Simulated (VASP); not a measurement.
Wanted: the native input for a VASP 6.6.1 run.

- Task: single point
- Functional: PBE
- Potentials or basis: VASP PAW PBE potentials, release 64 (O, Al, Hf_pv, Ta_pv)
- Cutoff: 520 eV
- k mesh: 3 × 3 × 3
- Occupations: gaussian, width 0.1 eV
- Spin: no spin polarisation
- Dipole correction: no
- Further INCAR settings: LREAL = Auto; ALGO = Normal; EDIFF = 1e-07; NBANDS = 103; ISYM = 0

The structure of Hf6TaAlO16 lies in POSCAR:

```
Hf6TaAlO16
1.0
   -5.0894973480      5.0895023451     -0.0017252528
   -5.0894982418     -0.0017261467      5.0894130464
    0.0016048666      5.0893819588      5.0892917663
O Al Hf Ta
16 1 6 1
Direct
    0.8572582776      0.8575230386      0.4272106528
    0.3494413042      0.9497856677      0.3505667141
    0.9495131780      0.3497196423      0.3505850520
    0.8573215450      0.8576240283      0.8584803329
    0.3494816319      0.3497882914      0.3506596584
    0.4260548196      0.8575431452      0.8584002777
    0.8572706819      0.4263170629      0.8583846805
    0.3494315396      0.3496926219      0.9506831729
    0.6045581447      0.6048119692      0.1854498071
    0.1068514161      0.6778146411      0.1079796864
    0.6775314901      0.1071587834      0.1080084702
    0.6044881723      0.6047957447      0.6056648614
    0.1067081464      0.1070534168      0.1078928818
    0.1843421509      0.6048231324      0.6057087193
    0.6045329699      0.1846439338      0.6056753544
    0.1068492284      0.1071116826      0.6786819941
    0.4994524099      0.4997626272      0.5005469591
    0.4998516612      0.9993946959      0.0002068220
    0.9991172548      0.5001271303      0.0002176220
    0.9991018118      0.9994109377      0.5009788651
    0.4999026876      0.5001740930      0.0002256369
    0.4998789624      0.9994052305      0.5010267726
    0.9990972669      0.5001827119      0.5010360933
    0.9994005126      0.9996841042      0.0005712410
```

These files were run (other wordings do the same):

INCAR

```
SYSTEM = Hf6TaAlO16
PREC = Accurate ; ENCUT = 520
EDIFF = 1E-7 ; ISMEAR = 0
SIGMA = 0.1 ; LREAL = Auto
LASPH = .TRUE. ; NELM = 80
ALGO = Normal ; ISIF = 2
LWAVE = .FALSE. ; LCHARG = .FALSE.
GGA = PE ; ISYM = 0
NBANDS = 103
```

KPOINTS

```
regular mesh
0
G
  3 3 3
  0 0 0
```

Potentials or basis: VASP PAW PBE potentials, release 64 (O, Al, Hf_pv, Ta_pv).

Command:

```sh
$ cat potpaw_PBE.64/O/POTCAR potpaw_PBE.64/Al/POTCAR potpaw_PBE.64/Hf_pv/POTCAR potpaw_PBE.64/Ta_pv/POTCAR > POTCAR
$ mpirun -np 1 vasp_std > vasp.out
```

Results of the run:

```
Pressure               : -2.6 GPa
Largest force          : 0.266 eV/Å
Band gap on the k mesh : 3.58 eV (least direct gap 3.60 eV)
```

Caveat: spin-orbit coupling is left out, which moves the levels of the heavy elements; an odd mesh through Γ misses points on the zone boundary, where band edges can lie.

It took 16 min on 1 thread of Intel(R) Xeon(R) Platinum 8488C (Sapphire Rapids), with other jobs on the host, peak memory 0.55 GiB.
